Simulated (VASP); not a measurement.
# TaPSe4 (F-43m) in VASP: notebook

Runs on TaPSe4. Level: PBE. Tasks: single point, relaxation of cell and atoms.

Program: VASP 6.6.1. These are calculated values, not measurements. Logs are shortened: lines on timing, memory, paths and dates and some standing lists are left out, and cuts for length are marked.

## (1) The cell of the first run

Symmetry: F-43m, No. 216, cubic system. Conventional cell: a = 7.762 Å, b = 7.762 Å, c = 7.762 Å, α = 90.00°, β = 90.00°, γ = 90.00°. Ta (site symmetry -43m) has 12 Se at 3.22 Å and 4 P at 3.36 Å within 4.2 Å. Within 4.2 Å of P (site symmetry -43m) lie 12 Se at 3.22 Å and 4 Ta at 3.36 Å. Se (site symmetry 3m) has 6 Se at 2.73 to 2.76 Å and 3 Ta at 3.22 Å and 3 P at 3.22 Å within 3.6 Å.

The cell was generated, and may not be a known phase.

## (2) Single point, PBE

Input file INCAR:

```
PREC     = Accurate       # precision mode
ENCUT    = 520            # plane-wave cutoff, eV
EDIFF    = 1E-7           # SCF threshold, eV
ISMEAR   = 0              # smearing method
SIGMA    = 0.1            # smearing width, eV
LREAL    = False          # projectors in reciprocal space
LASPH    = True           # aspherical terms in the spheres
NELM     = 100            # most SCF steps
ALGO     = Normal         # electronic algorithm
ISIF     = 2              # what is computed and relaxed
LWAVE    = False          # write WAVECAR
LCHARG   = False          # write CHGCAR
GGA      = PE             # functional
NBANDS   = 29             # bands
```

Input file KPOINTS:

```
regular mesh
0
Gamma
  8 8 8
```

Input file POSCAR:

```
TaPSe4
1.0
    0.0000000000      3.8810031476      3.8810031476
    3.8810031476      0.0000000000      3.8810031476
    3.8810031476      3.8810031476      0.0000000000
Ta P Se
1 1 4
Direct
    0.7500000000      0.7500000000      0.7500000000
    0.5000000000      0.5000000000      0.5000000000
    0.6274025020      0.1241991660      0.1241991660
    0.1241991660      0.1241991660      0.1241991660
    0.1241991660      0.6274025020      0.1241991660
    0.1241991660      0.1241991660      0.6274025020
```

Potentials or basis: VASP PAW PBE potentials, release 64 (Ta_pv, P, Se).

Started as:

```console
$ cat potpaw_PBE.64/Ta_pv/POTCAR potpaw_PBE.64/P/POTCAR potpaw_PBE.64/Se/POTCAR > POTCAR
$ mpirun -np 1 vasp_std > vasp.out
```

OUTCAR:

```text
PREC = Accurate
   ENCUT = 520
   EDIFF = 1E-7
   ISMEAR = 0
   LREAL = False
   LASPH = True
   NELM = 100
   ISIF = 2
   GGA = PE

 ion  position               nearest neighbor table
   1  0.750  0.750  0.750-
   2  0.500  0.500  0.500-
   3  0.627  0.124  0.124-   4 2.73   5 2.73   6 2.73   5 2.76   6 2.76   4 2.76
   4  0.124  0.124  0.124-   3 2.73   5 2.73   6 2.73   3 2.76   5 2.76   6 2.76
   5  0.124  0.627  0.124-   3 2.73   4 2.73   6 2.73   3 2.76   6 2.76   4 2.76
   6  0.124  0.124  0.627-   3 2.73   4 2.73   5 2.73   5 2.76   3 2.76   4 2.76

  LATTYP: Found a face centered cubic cell.
 ALAT       =     7.7620062952

  Lattice vectors:

 A1 = (   0.0000000000,   3.8810031476,   3.8810031476)
 A2 = (   3.8810031476,   0.0000000000,   3.8810031476)
 A3 = (   3.8810031476,   3.8810031476,   0.0000000000)

Analysis of symmetry for initial positions (statically):
=====================================================================
 Subroutine PRICEL returns:
 Original cell was already a primitive cell.

 Routine SETGRP: Setting up the symmetry group for a
 face centered cubic supercell.

 Subroutine GETGRP returns: Found 24 space group operations
 (whereof 24 operations were pure point group operations)
 out of a pool of 48 trial point group operations.

The static configuration has the point symmetry T_d .

Analysis of symmetry for dynamics (positions and initial velocities):
=====================================================================
 Subroutine PRICEL returns:
 Original cell was already a primitive cell.

 Routine SETGRP: Setting up the symmetry group for a
 face centered cubic supercell.

 Subroutine GETGRP returns: Found 24 space group operations
 (whereof 24 operations were pure point group operations)
 out of a pool of 48 trial point group operations.

The dynamic configuration has the point symmetry T_d .

 Subroutine INISYM returns: Found 24 space group operations
 (whereof 24 operations are pure point group operations),
 and found     1 'primitive' translations

----------------------------------------------------------------------------------------

                                     Primitive cell

  volume of cell :     116.9128

  direct lattice vectors                    reciprocal lattice vectors
     0.000000000  3.881003148  3.881003148    -0.128832671  0.128832671  0.128832671
     3.881003148  0.000000000  3.881003148     0.128832671 -0.128832671  0.128832671
     3.881003148  3.881003148  0.000000000     0.128832671  0.128832671 -0.128832671

  length of vectors
     5.488567287  5.488567287  5.488567287     0.223144731  0.223144731  0.223144731

  position of ions in fractional coordinates (direct lattice)
     0.750000000  0.750000000  0.750000000
     0.500000000  0.500000000  0.500000000
     0.627402502  0.124199166  0.124199166
     0.124199166  0.124199166  0.124199166
     0.124199166  0.627402502  0.124199166
     0.124199166  0.124199166  0.627402502

  ion indices of the primitive-cell ions
   primitive index   ion index
                 1           1
                 2           2
                 3           3
                 4           4
                 5           5
                 6           6

----------------------------------------------------------------------------------------

 KPOINTS: regular mesh

Automatic generation of k-mesh.
 Grid dimensions read from file:
 generate k-points for:    8    8    8

 Generating k-lattice:

  Cartesian coordinates                     Fractional coordinates (reciprocal lattice)
    -0.016104084  0.016104084  0.016104084     0.125000000  0.000000000  0.000000000
     0.016104084 -0.016104084  0.016104084     0.000000000  0.125000000  0.000000000
     0.016104084  0.016104084 -0.016104084     0.000000000  0.000000000  0.125000000

  Length of vectors
     0.027893091  0.027893091  0.027893091

  Shift w.r.t. Gamma in fractional coordinates (k-lattice)
     0.000000000  0.000000000  0.000000000

 Subroutine IBZKPT returns following result:
 ===========================================

 Found     29 irreducible k-points:

 Following reciprocal coordinates:
            Coordinates               Weight
  0.000000  0.000000  0.000000      1.000000
  0.125000  0.000000  0.000000      8.000000
  0.250000  0.000000  0.000000      8.000000
  0.375000  0.000000  0.000000      8.000000
  0.500000  0.000000  0.000000      4.000000
  0.125000  0.125000  0.000000      6.000000
[... 16 lines left out ...]
  0.500000  0.250000  0.125000     48.000000
 -0.375000  0.250000  0.125000     24.000000
 [... further k-points ...]
   k-points           NKPTS =     29   k-points in BZ     NKDIM =     29   number of bands    NBANDS=     29
   number of dos      NEDOS =    301   number of ions     NIONS =      6
   total plane-waves  NPLWV =  74088
   dimension x,y,z NGX =    42 NGY =   42 NGZ =   42
   dimension x,y,z NGXF=    84 NGYF=   84 NGZF=   84
   ions per type =               1   1   4
   NGX,Y,Z   is equivalent  to a cutoff of  12.72, 12.72, 12.72 a.u.
   NGXF,Y,Z  is equivalent  to a cutoff of  25.44, 25.44, 25.44 a.u.
 SYSTEM =  unknown system
   PREC   = accura    normal or accurate (medium, high low for compatibility)
   ISTART =      0    job   : 0-new  1-cont  2-samecut
   ICHARG =      2    charge: 1-file 2-atom 10-const
   ISPIN  =      1    spin polarized calculation?
   LNONCOLLINEAR =      F non collinear calculations
   LSORBIT =      F    spin-orbit coupling
   LASPH  =      T    aspherical Exc in radial PAW
   ENCUT  =  520.0 eV  38.22 Ry    6.18 a.u.  10.21 10.21 10.21*2*pi/ulx,y,z
   NELM   =    100;   NELMIN=  2; NELMDL= -5     # of ELM steps
   EDIFF  = 0.1E-06   stopping-criterion for ELM
   LREAL  =      F    real-space projection
   EDIFFG = 0.1E-05   stopping-criterion for IOM
   NSW    =      0    number of steps for IOM
   IBRION =     -1    ionic relax: 0-MD 1-quasi-New 2-CG
   NFREE  =      0    steps in history (QN), initial steepest desc. (CG)
   ISIF   =      2    stress and relaxation
   ISYM   =      2    0-nonsym 1-usesym 2-fastsym
   POTIM  = 0.5000    time-step for ionic-motion
   TEBEG  =    0.0;   TEEND  =   0.0 temperature during run
   PSTRESS=    0.0 pullay stress
   NELECT =      40.0000    total number of electrons
   NUPDOWN=      -1.0000    fix difference up-down
   EMIN   =  10.00;   EMAX   =-10.00  energy-range for DOS
   EFERMI =   0.00;   METHOD = LEGACY
   ISMEAR =     0;   SIGMA  =   0.10  broadening in eV -4-tet -1-fermi 0-gaus
   EFERMI_NEDOS =   21; number of points for ismear=-14 and -15
   IALGO  =     38    algorithm
   IMIX   =      4    mixing-type and parameters
     AMIX     =   0.40;   BMIX     =  1.00
     AMIX_MAG =   1.60;   BMIX_MAG =  1.00
  volume/ion in A,a.u.               =      19.49       131.49
  Fermi-wavevector in a.u.,A,eV,Ry     =   1.145005  2.163746 17.837744  1.311037
  Thomas-Fermi vector in A             =   2.281695
   LORBIT       =      0    0 simple, 1 ext, 2 COOP (PROOUT), +10 PAW based schemes
   GGA     = PE    functional components
   LHFCALC =     F    Hartree Fock is set to
   AEXX    =    0.0000 exact exchange contribution
   IVDW    =     0    specifies the selected vdW correction
   LEPSILON=     F    determine dielectric tensor
   LRPA    =     F    only Hartree local field effects (RPA)
 non-spin polarized calculation
 Gauss-broadening in eV      SIGMA  =   0.10
  energy-cutoff  :      520.00
  volume of cell :      116.91
 maximum number of plane-waves:      3180
 NGX is ok and might be reduce to    42
   NGX = 21   NGY = 21   NGZ = 21

 number of electron      40.0000004 magnetization

 Free energy of the ion-electron system (eV)
  ---------------------------------------------------
  ext. energy  EPLUGINS =         0.00000000
  ---------------------------------------------------
  free energy    TOTEN  =       -24.72201449 eV

  energy without entropy =      -24.69050689  energy(sigma->0) =      -24.70626069

 E-fermi :   6.4723     XC(G=0): -10.9301

 val. band max:        6.4585899126   @ k =   0.5000   0.2500   0.1250
 cond. band min:       6.5466509386   @ k =  -0.3750   0.2500   0.1250
 fundamental gap:      0.0880610260
 Fermi energy:         6.4723355599

 k-point     1 :       0.0000    0.0000    0.0000
  band No.  band energies     occupation
      1     -29.5714      2.00000
      2     -29.5714      2.00000
      3     -29.5714      2.00000
      4     -10.6487      2.00000
      5      -6.0759      2.00000
      6      -6.0759      2.00000
[... 21 lines left out ...]
     28       9.1895      0.00000
     29       9.1895      0.00000

 k-point     2 :       0.1250    0.0000    0.0000
  band No.  band energies     occupation
      1     -29.5715      2.00000
      2     -29.5714      2.00000
      3     -29.5714      2.00000
      4     -10.5671      2.00000
      5      -6.4282      2.00000
      6      -6.0998      2.00000
[... 21 lines left out ...]
     28       9.2188      0.00000
     29       9.2188      0.00000

 k-point     3 :       0.2500    0.0000    0.0000
  band No.  band energies     occupation
      1     -29.5718      2.00000
      2     -29.5714      2.00000
      3     -29.5714      2.00000
      4     -10.3359      2.00000
      5      -7.1519      2.00000
      6      -6.1558      2.00000
[... 21 lines left out ...]
     28       9.5294      0.00000
     29       9.5294      0.00000

 k-point     4 :       0.3750    0.0000    0.0000
  band No.  band energies     occupation
      1     -29.5721      2.00000
      2     -29.5715      2.00000
      3     -29.5715      2.00000
      4     -10.0180      2.00000
      5      -7.8442      2.00000
      6      -6.2094      2.00000
[... 597 lines left out ...]
     28       9.0198      0.00000
     29       9.2647      0.00000

 k-point    23 :       0.5000    0.2500    0.1250
  band No.  band energies     occupation
      1     -29.5721      2.00000
      2     -29.5717      2.00000
      3     -29.5715      2.00000
      4      -9.8109      2.00000
      5      -8.0851      2.00000
      6      -6.4331      2.00000
[... 21 lines left out ...]
     28       8.7150      0.00000
     29       9.2903      0.00000

 k-point    24 :      -0.3750    0.2500    0.1250
  band No.  band energies     occupation
      1     -29.5722      2.00000
      2     -29.5717      2.00000
      3     -29.5716      2.00000
      4      -9.6117      2.00000
      5      -8.3720      2.00000
      6      -6.4734      2.00000
[... 21 lines left out ...]
     28       8.6520      0.00000
     29       9.2776      0.00000

 [... further k-points ...]

------------------------ aborting loop because EDIFF is reached ----------------------------------------

  FORCE on cell =-STRESS in cart. coord.  units (eV):
  Direction    XX          YY          ZZ          XY          YZ          ZX
  --------------------------------------------------------------------------------------
  -------------------------------------------------------------------------------------
  Total        0.0391710      0.0391710      0.0391710     -0.0000000      0.0000000      0.0000000
  in kB        0.5368005      0.5368005      0.5368005     -0.0000000      0.0000000      0.0000000
  external PRESSURE =       0.5368005 kB  Pullay stress =       0.0000000 kB

 VOLUME and BASIS-vectors are now :
 -----------------------------------------------------------------------------
  energy-cutoff  :      520.00
  volume of cell :      116.91
      direct lattice vectors                 reciprocal lattice vectors
     0.000000000  3.881003148  3.881003148    -0.128832671  0.128832671  0.128832671
     3.881003148  0.000000000  3.881003148     0.128832671 -0.128832671  0.128832671
     3.881003148  3.881003148  0.000000000     0.128832671  0.128832671 -0.128832671

 POSITION                                       TOTAL-FORCE (eV/Angst)
 -----------------------------------------------------------------------------------
      5.82150      5.82150      5.82150         0.000000      0.000000     -0.000000
      3.88100      3.88100      3.88100         0.000000      0.000000      0.000000
      0.96403      2.91697      2.91697         0.002406     -0.002406     -0.002406
      0.96403      0.96403      0.96403         0.002406      0.002406      0.002406
      2.91697      0.96403      2.91697        -0.002406      0.002406     -0.002406
      2.91697      2.91697      0.96403        -0.002406     -0.002406      0.002406
 -----------------------------------------------------------------------------------
    total drift:                               -0.000000     -0.000000     -0.000000

  FREE ENERGIE OF THE ION-ELECTRON SYSTEM (eV)
  ---------------------------------------------------
  free  energy   TOTEN  =       -24.7220144918 eV

  energy  without entropy=      -24.6905068929  energy(sigma->0) =      -24.70626069
```

Run time: 79 s. Hardware: 1 thread of AMD EPYC 9R45 (Zen 5), shared host; peak memory 0.28 GiB.

What came out:

| Property | Result |
| --- | --- |
| Free energy | -24.7220 eV |
| Pressure | 0.1 GPa |
| Largest force | 0.004 eV/Å |
| Band gap on the k mesh | zero (bands 20 and 21 overlap by 1.89 eV) |

Forces in eV/Å, atoms in the order of the input:
```
Ta   0.000  0.000  0.000
P    0.000  0.000  0.000
Se   0.002 -0.002 -0.002
Se   0.002  0.002  0.002
Se  -0.002  0.002 -0.002
Se  -0.002 -0.002  0.002
```

Levels at points of the mesh, in eV from the Fermi level:
| k point | band 18 | band 19 | band 20 | band 21 | band 22 | band 23 |
| --- | --- | --- | --- | --- | --- | --- |
| (0.00, 0.00, 0.00) | -0.29 | 1.01 | 1.01 | 1.01 | 1.48 | 1.48 |
| (0.50, 0.00, 0.00) | -0.77 | -0.14 | -0.14 | 0.18 | 0.96 | 0.96 |
| (0.50, 0.50, 0.00) | -2.46 | -0.89 | -0.89 | -0.88 | 0.66 | 1.20 |

Caveat: spin-orbit coupling is left out, which moves the levels of the heavy elements.

## (3) Relaxation of cell and atoms, PBE

This run uses another cell than the first one, of 19.65 Å³/atom.

Input file INCAR:

```
PREC = Accurate
ENCUT = 600
EDIFF = 1E-6
ISMEAR = 0
SIGMA = 0.1
LREAL = F
LASPH = T
NELM = 100
ALGO = Normal
ISIF = 3
LWAVE = F
LCHARG = F
GGA = PE
IBRION = 2
NSW = 100
EDIFFG = -0.01
```

KPOINTS is that of step 2.

Input file POSCAR:

```
TaPSe4
1.0
    0.0000000000      3.8922244334      3.8922244334
    3.8922244334      0.0000000000      3.8922244334
    3.8922244334      3.8922244334      0.0000000000
Ta P Se
1 1 4
Direct
    0.7500000000      0.7500000000      0.7500000000
    0.5000000000      0.5000000000      0.5000000000
    0.6279637754      0.1240120749      0.1240120749
    0.1240120749      0.1240120749      0.1240120749
    0.1240120749      0.6279637754      0.1240120749
    0.1240120749      0.1240120749      0.6279637754
```

Potentials or basis: VASP PAW PBE potentials, release 64 (Ta_pv, P, Se).

Started as:

```console
$ cat potpaw_PBE.64/Ta_pv/POTCAR potpaw_PBE.64/P/POTCAR potpaw_PBE.64/Se/POTCAR > POTCAR
$ mpirun -np 1 vasp_std > vasp.out
```

It took 4.4 min on 1 thread of AMD EPYC 9R45 (Zen 5), shared host; peak memory 0.37 GiB.

It converged, with:

- Free energy: -24.7225 eV
- Relaxed volume: 19.50 Å³/atom
- Relaxed cell: a = 5.490 Å, b = 5.490 Å, c = 5.490 Å, α = 60.00°, β = 60.00°, γ = 60.00°
- Space group after relaxing (to 0.1 Å): F-43m (No. 216)
- Energy gained by relaxing: 0.4 meV/atom
- Ionic steps: 5
- Pressure after relaxing: 0.0 GPa
- Band gap on the k mesh: zero (bands 20 and 21 overlap by 1.89 eV)

Forces in eV/Å, atoms in the order of the input:
```
Ta   0.000  0.000  0.000
P    0.000  0.000  0.000
Se   0.001 -0.001 -0.001
Se   0.001  0.001  0.001
Se  -0.001  0.001 -0.001
Se  -0.001 -0.001  0.001
```

Step by step:
| step | energy change (eV) | largest force (eV/Å) | pressure (GPa) | volume (Å³) |
| --- | --- | --- | --- | --- |
| 1 | 0.0000 | 0.0437 | -0.65 | 117.93 |
| 2 | -0.0018 | 0.0150 | 0.32 | 116.56 |
| 3 | -0.0021 | 0.0237 | 0.03 | 116.96 |
| 4 | -0.0021 | 0.0241 | 0.02 | 116.98 |
| 5 | -0.0022 | 0.0024 | -0.01 | 117.00 |

Final structure:
```
Ta P Se
1.0
     0.00000    3.88196    3.88196
     3.88196    0.00000    3.88196
     3.88196    3.88196    0.00000
Ta P Se
1 1 4
Direct
  0.75000 0.75000 0.75000
  0.50000 0.50000 0.50000
  0.62739 0.12420 0.12420
  0.12420 0.12420 0.12420
  0.12420 0.62739 0.12420
  0.12420 0.12420 0.62739
```

Levels at points of the mesh, in eV from the Fermi level:
| k point | band 18 | band 19 | band 20 | band 21 | band 22 | band 23 |
| --- | --- | --- | --- | --- | --- | --- |
| (0.00, 0.00, 0.00) | -0.29 | 1.01 | 1.01 | 1.01 | 1.48 | 1.48 |
| (0.50, 0.00, 0.00) | -0.77 | -0.14 | -0.14 | 0.18 | 0.95 | 0.95 |
| (0.50, 0.50, 0.00) | -2.46 | -0.89 | -0.89 | -0.88 | 0.66 | 1.20 |

Caveat: spin-orbit coupling is left out, which moves the levels of the heavy elements.

## (4) Single point, PBE, collinear spin

This run uses another cell than the first one, of 19.65 Å³/atom.

Input file INCAR:

```
PREC = Accurate
ENCUT = 520
EDIFF = 1E-6
ISMEAR = 0
SIGMA = 0.1
LREAL = False
LASPH = True
NELM = 150
ALGO = Normal
ISIF = 2
LWAVE = False
LCHARG = False
ISPIN = 2
MAGMOM = 1 0 0 0 0 0
LORBIT = 11
LMAXMIX = 4
GGA = PE
NBANDS = 33
```

Input file KPOINTS:

```
Automatic mesh
0
Gamma
  4 4 4
```

Input file POSCAR:

```
TaPSe4
1.0
    0.0000000000      3.8922244334      3.8922244334
    3.8922244334      0.0000000000      3.8922244334
    3.8922244334      3.8922244334      0.0000000000
Ta P Se
1 1 4
Direct
    0.2500000000      0.2500000000      0.2500000000
    0.5000000000      0.5000000000      0.5000000000
    0.8759879251      0.3720362246      0.8759879251
    0.8759879251      0.8759879251      0.3720362246
    0.8759879251      0.8759879251      0.8759879251
    0.3720362246      0.8759879251      0.8759879251
```

Started as:

```console
$ cat potpaw_PBE.64/Ta_pv/POTCAR potpaw_PBE.64/P/POTCAR potpaw_PBE.64/Se/POTCAR > POTCAR
$ mpirun -np 1 vasp_std > vasp.out
```

Run time: 54 s. Hardware: 1 thread of AMD EPYC 9R45 (Zen 5), shared host; peak memory 0.3 GiB.

It converged, with:

- Free energy: -24.4946 eV
- Pressure: -0.1 GPa
- Band gap on the k mesh: zero (filled and empty bands overlap)
- Net moment: 0.00 μB per cell
- Valence electrons inside the program's atomic spheres: Ta 8.36; P 2.32; Se 3.72

Levels at points of the mesh, in eV from the Fermi level:
Spin up:
| k point | band 18 | band 19 | band 20 | band 21 | band 22 | band 23 |
| --- | --- | --- | --- | --- | --- | --- |
| (0.00, 0.00, 0.00) | -0.26 | 1.06 | 1.06 | 1.06 | 1.51 | 1.51 |
| (0.50, 0.00, 0.00) | -0.73 | -0.09 | -0.09 | 0.24 | 0.99 | 0.99 |
| (0.50, 0.50, 0.00) | -2.44 | -0.82 | -0.82 | -0.82 | 0.71 | 1.24 |
Spin down:
| k point | band 18 | band 19 | band 20 | band 21 | band 22 | band 23 |
| --- | --- | --- | --- | --- | --- | --- |
| (0.00, 0.00, 0.00) | -0.26 | 1.06 | 1.06 | 1.06 | 1.51 | 1.51 |
| (0.50, 0.00, 0.00) | -0.73 | -0.09 | -0.09 | 0.24 | 0.99 | 0.99 |
| (0.50, 0.50, 0.00) | -2.44 | -0.82 | -0.82 | -0.82 | 0.71 | 1.24 |

Caveat: spin-orbit coupling is left out, which moves the levels of the heavy elements.

(Part 1 of 2 ends here.)

The gap in the log of VASP goes by the Fermi energy; the results here count the filled bands.